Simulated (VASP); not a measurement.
Co: relaxation of cell and atoms with PBEsol

Crystal: Co.

```
Co
1.0
     2.48737    0.00000    0.00000
    -1.24368    2.15412    0.00000
     0.00000    0.00000    4.06329
Co
2
Direct
  0.66667 0.33333 0.25986
  0.33333 0.66667 0.74014
```

- Program: VASP 6.6.1
- Task: relaxation of cell and atoms
- Functional: PBEsol
- Potentials or basis: VASP PAW PBE potentials, release 64 (Co)
- Cutoff: 600 eV
- k mesh: 14 × 14 × 8
- Occupations: fermi-dirac, width 0.1 eV
- Spin: collinear spin, antiferromagnetic start
- Starting moments: [2.5, -2.5] μB
- Dipole correction: no
- Further INCAR settings: ALGO = Normal; EDIFF = 1e-07; IBRION = 2; EDIFFG = -0.01; NSW = 80; ISIF = 3

* Relaxed volume: 9.90 Å³/atom
* Relaxed cell: a = 2.421 Å, b = 2.421 Å, c = 3.900 Å, α = 90.00°, β = 90.00°, γ = 120.00°
* Space group after relaxing (to 0.1 Å): P6_3/mmc (No. 194)
* Energy gained by relaxing: 82.4 meV/atom
* Ionic steps: 9
* Pressure after relaxing: 0.0 GPa
* Band gap on the k mesh: zero (filled and empty bands overlap)
* Net moment: 0.00 μB per cell
* Valence electrons inside the program's atomic spheres: Co 8.46

Step by step:
```csv
step,energy change (eV),largest force (eV/Å),pressure (GPa),volume (Å³)
1,0.0000,0.5253,-18.34,21.77
2,-0.0027,0.4537,31.94,18.08
3,-0.1482,0.5757,1.33,19.73
4,-0.1645,0.0121,1.16,19.71
5,-0.1645,0.0049,1.12,19.71
6,-0.1644,0.0054,-1.40,19.89
7,-0.1648,0.0001,-0.04,19.79
8,-0.1648,0.0002,-0.06,19.79
9,-0.1648,0.0003,-0.01,19.79
```

Final structure:
```
Co
1.0
     2.42056    0.00000    0.00000
    -1.21028    2.09627    0.00000
     0.00000    0.00000    3.90019
Co
2
Cartesian
  1.2103 0.6988 0.9751
  0.0000 1.3975 2.9251
```

Levels at points of the mesh, in eV from the Fermi level:
Spin up:
```tsv
k point	band 5	band 6	band 7	band 8	band 9	band 10	band 11	band 12	band 13
(0.00, 0.00, 0.00)	-2.02	-1.63	-1.63	-1.22	-1.22	-0.13	0.12	0.12	7.67
(0.50, 0.00, 0.00)	-2.23	-2.00	-1.58	0.27	0.41	0.46	2.07	4.19	10.62
(0.00, 0.00, 0.50)	-2.10	-2.10	-2.10	-2.10	-0.25	-0.25	-0.25	-0.25	16.35
(0.50, 0.00, 0.50)	-1.08	-1.08	-0.40	-0.40	0.39	0.39	1.96	1.96	8.49
```
Spin down:
```csv
k point,band 7,band 8,band 9,band 10,band 11,band 12
"(0.00, 0.00, 0.00)",-1.63,-1.22,-1.22,-0.13,0.12,0.12
"(0.50, 0.00, 0.00)",-1.58,0.27,0.41,0.46,2.07,4.19
"(0.00, 0.00, 0.50)",-2.10,-2.10,-0.25,-0.25,-0.25,-0.25
"(0.50, 0.00, 0.50)",-0.40,-0.40,0.39,0.39,1.96,1.96
```

Wall time 16 min on 1 thread of Intel Xeon 8259CL, with other jobs on the host, peak memory 0.23 GiB.

Caveat: the moments typed at the start vanished in this run; the PAW data sets were made with another functional, which shifts forces and pressure a little.
